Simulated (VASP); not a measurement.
The system is Hf.

```xyz
1
Lattice="-1.8050 1.8050 1.8050 1.8050 -1.8050 1.8050 1.8050 1.8050 -1.8050" Properties=species:S:1:pos:R:3 pbc="T T T"
Hf    0.0000    0.0000    0.0000
```

This isn't the form of Hf at room conditions, which is hcp.

```yaml
Program: VASP 6.6.1
Task: relaxation of cell and atoms
Functional: r2SCAN
Potentials_or_basis: VASP PAW PBE potentials, release 64 (Hf_pv)
Cutoff: 600 eV
k_mesh: 16 × 16 × 16
Occupations: gaussian, width 0.1 eV
Spin: no spin polarisation
```

At the start: pressure -5.9 GPa; volume 23.52 Å³/atom.

Task: Where does the relaxation end?

Result: Over 5 steps the energy falls by 28.2 meV/atom and the volume is 22.06 Å³/atom (-6.2 %); space group Im-3m (No. 229, to 0.1 Å) before and after.

The path:
```tsv
step	energy change (eV)	largest force (eV/Å)	pressure (GPa)	volume (Å³)
1	0.0000	0.0000	-5.94	23.52
2	0.0018	0.0000	7.32	20.68
3	-0.0282	0.0000	-0.09	22.07
4	-0.0282	0.0000	0.05	22.05
5	-0.0282	0.0000	-0.02	22.06
```

Final structure:
```
Hf
1.0
    -1.76690    1.76690    1.76690
     1.76690   -1.76690    1.76690
     1.76690    1.76690   -1.76690
Hf
1
Direct
  0.00000 0.00000 0.00000
```

Caveat: the PAW data sets were made with another functional, which shifts forces and pressure a little.
